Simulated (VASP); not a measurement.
# WC (P-6m2) in VASP: a series of runs, part 2 of 2

VASP 6.6.1. The steps go on from the part before.

## 3. Relaxation of shape and atoms at fixed volume, PBE (11.58 Å³/atom)

This run uses another cell than the first one, of 11.58 Å³/atom.

The input, INCAR:

```
PREC = Accurate
ENCUT = 600
EDIFF = 1E-7
ISMEAR = 0
SIGMA = 0.1
LREAL = False
LASPH = True
NELM = 60
ALGO = Normal
ISIF = 4
LWAVE = False
LCHARG = False
GGA = PE
IBRION = 2
NSW = 50
EDIFFG = -0.01
```

The input, KPOINTS:

```
Automatic mesh
0
Gamma
  18 18 14
```

The input, POSCAR:

```
WC
1.0
    3.0212299825      0.0000000000      0.0000000000
   -1.5106149913      2.6164619155      0.0000000000
    0.0000000000      0.0000000000      2.9287720652
W C
1 1
Direct
    0.0000000000      0.0000000000      0.0000000000
    0.6666666667      0.3333333333      0.5000000000
```

Potentials or basis: VASP PAW PBE potentials, release 64 (W_sv, C).

Run with:

```sh
$ cat potpaw_PBE.64/W_sv/POTCAR potpaw_PBE.64/C/POTCAR > POTCAR
$ mpirun -np 1 vasp_std > vasp.out
```

OUTCAR:

```text
PREC = Accurate
   ENCUT = 600
   EDIFF = 1E-7
   ISMEAR = 0
   LREAL = False
   LASPH = True
   NELM = 60
   ISIF = 4
   GGA = PE
   IBRION = 2
   NSW = 50
   EDIFFG = -0.01

 ion  position               nearest neighbor table
   1  0.000  0.000  0.000-   2 2.28   2 2.28   2 2.28   2 2.28   2 2.28   2 2.28
   2  0.667  0.333  0.500-   1 2.28   1 2.28   1 2.28   1 2.28   1 2.28   1 2.28

  LATTYP: Found a hexagonal cell.
 ALAT       =     3.0212299825
 C/A-ratio  =     0.9693972594

  Lattice vectors:

 A1 = (   3.0212299825,   0.0000000000,   0.0000000000)
 A2 = (  -1.5106149913,   2.6164619155,   0.0000000000)
 A3 = (   0.0000000000,   0.0000000000,   2.9287720652)

Analysis of symmetry for initial positions (statically):
=====================================================================
 Subroutine PRICEL returns:
 Original cell was already a primitive cell.

 Routine SETGRP: Setting up the symmetry group for a
 hexagonal supercell.

 Subroutine GETGRP returns: Found 12 space group operations
 (whereof 12 operations were pure point group operations)
 out of a pool of 24 trial point group operations.

The static configuration has the point symmetry D_3h.

Analysis of symmetry for dynamics (positions and initial velocities):
=====================================================================
 Subroutine PRICEL returns:
 Original cell was already a primitive cell.

 Routine SETGRP: Setting up the symmetry group for a
 hexagonal supercell.

 Subroutine GETGRP returns: Found 12 space group operations
 (whereof 12 operations were pure point group operations)
 out of a pool of 24 trial point group operations.

The dynamic configuration has the point symmetry D_3h.

 Subroutine INISYM returns: Found 12 space group operations
 (whereof 12 operations are pure point group operations),
 and found     1 'primitive' translations

----------------------------------------------------------------------------------------

                                     Primitive cell

  volume of cell :      23.1517

  direct lattice vectors                    reciprocal lattice vectors
     3.021229982  0.000000000  0.000000000     0.330991022  0.191097756  0.000000000
    -1.510614991  2.616461915  0.000000000     0.000000000  0.382195511  0.000000000
     0.000000000  0.000000000  2.928772065     0.000000000  0.000000000  0.341440023

  length of vectors
     3.021229982  3.021229983  2.928772065     0.382195511  0.382195511  0.341440023

  position of ions in fractional coordinates (direct lattice)
     0.000000000  0.000000000  0.000000000
     0.666666667  0.333333333  0.500000000

  ion indices of the primitive-cell ions
   primitive index   ion index
                 1           1
                 2           2

----------------------------------------------------------------------------------------

 KPOINTS: Automatic mesh

Automatic generation of k-mesh.
 Grid dimensions read from file:
 generate k-points for:   18   18   14

 Generating k-lattice:

  Cartesian coordinates                     Fractional coordinates (reciprocal lattice)
     0.018388390  0.010616542  0.000000000     0.055555556  0.000000000  0.000000000
     0.000000000  0.021233084  0.000000000     0.000000000  0.055555556  0.000000000
     0.000000000  0.000000000  0.024388573     0.000000000  0.000000000  0.071428571
[... 52 lines left out ...]
   LNONCOLLINEAR =      F non collinear calculations
   LSORBIT =      F    spin-orbit coupling
   LASPH  =      T    aspherical Exc in radial PAW
   ENCUT  =  600.0 eV  44.10 Ry    6.64 a.u.   6.03  6.03  5.85*2*pi/ulx,y,z
   NELM   =     60;   NELMIN=  2; NELMDL= -5     # of ELM steps
   EDIFF  = 0.1E-06   stopping-criterion for ELM
   LREAL  =      F    real-space projection
   EDIFFG = -.1E-01   stopping-criterion for IOM
   NSW    =     50    number of steps for IOM
   IBRION =      2    ionic relax: 0-MD 1-quasi-New 2-CG
   NFREE  =      1    steps in history (QN), initial steepest desc. (CG)
   ISIF   =      4    stress and relaxation
   ISYM   =      2    0-nonsym 1-usesym 2-fastsym
   POTIM  = 0.5000    time-step for ionic-motion
   TEBEG  =    0.0;   TEEND  =   0.0 temperature during run
   PSTRESS=    0.0 pullay stress
   NELECT =      18.0000    total number of electrons
   NUPDOWN=      -1.0000    fix difference up-down
   EMIN   =  10.00;   EMAX   =-10.00  energy-range for DOS
   EFERMI =   0.00;   METHOD = LEGACY
   ISMEAR =     0;   SIGMA  =   0.10  broadening in eV -4-tet -1-fermi 0-gaus
   EFERMI_NEDOS =   21; number of points for ismear=-14 and -15
   IALGO  =     38    algorithm
   IMIX   =      4    mixing-type and parameters
     AMIX     =   0.40;   BMIX     =  1.00
     AMIX_MAG =   1.60;   BMIX_MAG =  1.00
  volume/ion in A,a.u.               =      11.58        78.12
  Fermi-wavevector in a.u.,A,eV,Ry     =   1.505351  2.844701 30.831907  2.266081
  Thomas-Fermi vector in A             =   2.616211
   LORBIT       =      0    0 simple, 1 ext, 2 COOP (PROOUT), +10 PAW based schemes
   GGA     = PE    functional components
   LHFCALC =     F    Hartree Fock is set to
   AEXX    =    0.0000 exact exchange contribution
   IVDW    =     0    specifies the selected vdW correction
   LEPSILON=     F    determine dielectric tensor
   LRPA    =     F    only Hartree local field effects (RPA)
 conjugate gradient relaxation of ions
 non-spin polarized calculation
 Gauss-broadening in eV      SIGMA  =   0.10
  energy-cutoff  :      600.00
  volume of cell :       23.15
 maximum number of plane-waves:       798
   NGX = 13   NGY = 13   NGZ = 11

--------------------------------------- Ionic step        1  -------------------------------------------

 number of electron      18.0000000 magnetization

 Free energy of the ion-electron system (eV)
  ---------------------------------------------------
  ext. energy  EPLUGINS =         0.00000000
  ---------------------------------------------------
  free energy    TOTEN  =       -22.25074126 eV

  energy without entropy =      -22.24913407  energy(sigma->0) =      -22.24993766

------------------------ aborting loop because EDIFF is reached ----------------------------------------

  FORCE on cell =-STRESS in cart. coord.  units (eV):
  Direction    XX          YY          ZZ          XY          YZ          ZX
  --------------------------------------------------------------------------------------
  -------------------------------------------------------------------------------------
  Total       -4.1286036     -4.1286036     -4.3861163      0.0000000      0.0000000      0.0000000
  in kB     -285.7129934   -285.7129934   -303.5337255      0.0000000      0.0000000      0.0000000
  external PRESSURE =    -291.6532374 kB  Pullay stress =       0.0000000 kB
[... 59 lines left out ...]
--------------------------------------- Ionic step        3  -------------------------------------------

 number of electron      18.0000000 magnetization

 Free energy of the ion-electron system (eV)
  ---------------------------------------------------
  ext. energy  EPLUGINS =         0.00000000
  ---------------------------------------------------
  free energy    TOTEN  =       -22.25100827 eV

  energy without entropy =      -22.24934365  energy(sigma->0) =      -22.25017596

 E-fermi :   9.5608     XC(G=0): -13.1975

 val. band max:        9.5578330080   @ k =   0.1111   0.0000   0.3571
 cond. band min:       9.5968544432   @ k =   0.0556   0.0000   0.2143
 fundamental gap:      0.0390214351
 Fermi energy:         9.5608043262

 k-point     1 :       0.0000    0.0000    0.0000
  band No.  band energies     occupation
      1     -64.6663      2.00000
      2     -28.6275      2.00000
      3     -28.5813      2.00000
      4     -28.5813      2.00000
      5      -4.0482      2.00000
      6       5.8579      2.00000
      7       6.6106      2.00000
      8       6.6106      2.00000
      9       9.7478      0.00820
     10      12.3399      0.00000
     11      12.3399      0.00000
     12      14.6432      0.00000
     13      14.6432      0.00000
[... 354 lines left out ...]
  band No.  band energies     occupation
      1     -64.6334      2.00000
      2     -29.0761      2.00000
      3     -28.7418      2.00000
      4     -28.5587      2.00000
      5      -1.0856      2.00000
      6       3.2304      2.00000
      7       6.4006      2.00000
      8       6.5953      2.00000
      9       9.1050      2.00000
     10      11.2202      0.00000
     11      12.6406      0.00000
     12      13.6212      0.00000
     13      16.3184      0.00000

 [... further k-points ...]

------------------------ aborting loop because EDIFF is reached ----------------------------------------

  FORCE on cell =-STRESS in cart. coord.  units (eV):
  Direction    XX          YY          ZZ          XY          YZ          ZX
  --------------------------------------------------------------------------------------
  -------------------------------------------------------------------------------------
  Total       -4.1973411     -4.1973411     -4.1987489      0.0000000      0.0000000      0.0000000
  in kB     -290.4698578   -290.4698578   -290.5672778      0.0000000      0.0000000      0.0000000
  external PRESSURE =    -290.5023311 kB  Pullay stress =       0.0000000 kB
[... 17 lines left out ...]
  FREE ENERGIE OF THE ION-ELECTRON SYSTEM (eV)
  ---------------------------------------------------
  free  energy   TOTEN  =       -22.2510082667 eV

  energy  without entropy=      -22.2493436514  energy(sigma->0) =      -22.25017596

 reached required accuracy - stopping structural energy minimisation
```

OSZICAR:

```text
N       E                     dE             d eps       ncg     rms          rms(c)
DAV:   1     0.119352670416E+03    0.11935E+03   -0.10603E+04  7712   0.167E+03
DAV:   2    -0.207211517289E+02   -0.14007E+03   -0.13626E+03  8676   0.401E+02
DAV:   3    -0.253412379481E+02   -0.46201E+01   -0.45671E+01  9656   0.649E+01
[... 22 lines left out ...]
DAV:   2    -0.222512471715E+02    0.66212E-03   -0.13644E-03  8211   0.360E-01    0.803E-02
DAV:   3    -0.222510109712E+02    0.23620E-03   -0.51088E-04  8446   0.203E-01    0.261E-02
DAV:   4    -0.222510087077E+02    0.22635E-05   -0.22349E-05  8381   0.468E-02    0.107E-02
DAV:   5    -0.222510083600E+02    0.34771E-06   -0.24737E-06  8441   0.148E-02    0.276E-03
DAV:   6    -0.222510082667E+02    0.93336E-07   -0.35569E-07  7971   0.577E-03
   3 F= -.22251008E+02 E0= -.22250176E+02  d E =-.267007E-03
```

Wall time 2.3 min (1 thread of Intel Xeon 8259CL, shared host); peak memory 0.24 GiB.

What came out:

- Free energy: -22.2510 eV
- Energy gained by relaxing: 0.1 meV/atom
- Ionic steps: 3
- Pressure after relaxing: -29.1 GPa
- Band gap on the k mesh: zero (bands 9 and 10 overlap by 1.13 eV)

The path:
```csv
step,energy change (eV),largest force (eV/Å),pressure (GPa),volume (Å³)
1,0.0000,0.0000,-29.17,23.15
2,0.0000,0.0000,-28.93,23.15
3,-0.0003,0.0000,-29.05,23.15
```

Final structure:
```
W C
1.0
     3.02437    0.00000    0.00000
    -1.51219    2.61918    0.00000
     0.00000    0.00000    2.92269
W C
1 1
Direct
  0.00000 0.00000 0.00000
  0.66667 0.33333 0.50000
```

Levels at points of the mesh, in eV from the Fermi level:
```csv
k point,band 7,band 8,band 9,band 10,band 11,band 12
"(0.00, 0.00, 0.00)",-2.95,-2.95,0.19,2.78,2.78,5.08
"(0.50, 0.00, 0.00)",-3.07,-3.05,-0.46,2.06,3.86,4.10
"(0.00, 0.00, 0.50)",-1.82,-1.82,-0.45,-0.45,3.38,4.19
"(0.50, 0.00, 0.50)",-3.88,-3.83,0.16,3.72,4.56,5.68
```

Caveat: spin-orbit coupling is left out, which moves the levels of the heavy elements.

The gap in the log of VASP goes by the Fermi energy; the results here count the filled bands.